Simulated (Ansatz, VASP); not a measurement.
## Two plane-wave programs on AlN

```
Al N
1.0
     3.12223    0.00000    0.00000
    -1.56111    2.69048    0.00000
     0.00000    0.00000    4.97859
Al N
2 2
Direct
  0.33319 0.66638 0.99649
  0.66681 0.33362 0.49649
  0.33288 0.66575 0.37851
  0.66712 0.33425 0.87851
```

Change from the starting cell: uniaxial_x strain +0.5%.

Alike in both runs: task single point; functional r2SCAN; k mesh 12 × 12 × 6; no spin polarisation.

```csv
,VASP,Ansatz
version,VASP 6.6.1,Ansatz 0.2.0
potentials or method,"VASP PAW PBE potentials, release 64 (Al, N)","plane waves, PAW"
plane-wave cutoff (eV),520,500
occupations,"gaussian, width 0.01 eV",fixed
valence electrons in the cell,16,16
```

|  | VASP | Ansatz | Ansatz less VASP |
| --- | --- | --- | --- |
| gap on the k mesh at the Fermi level (eV) | 4.86 | 4.82 | -0.040 |
| pressure (GPa) | -1.5 | -1.1 | +0.40 |
| traceless stress, the component that is largest in VASP (GPa) | -0.96 | -0.94 | +0.015 |

VASP's potentials were made for PBE, not for r2SCAN.
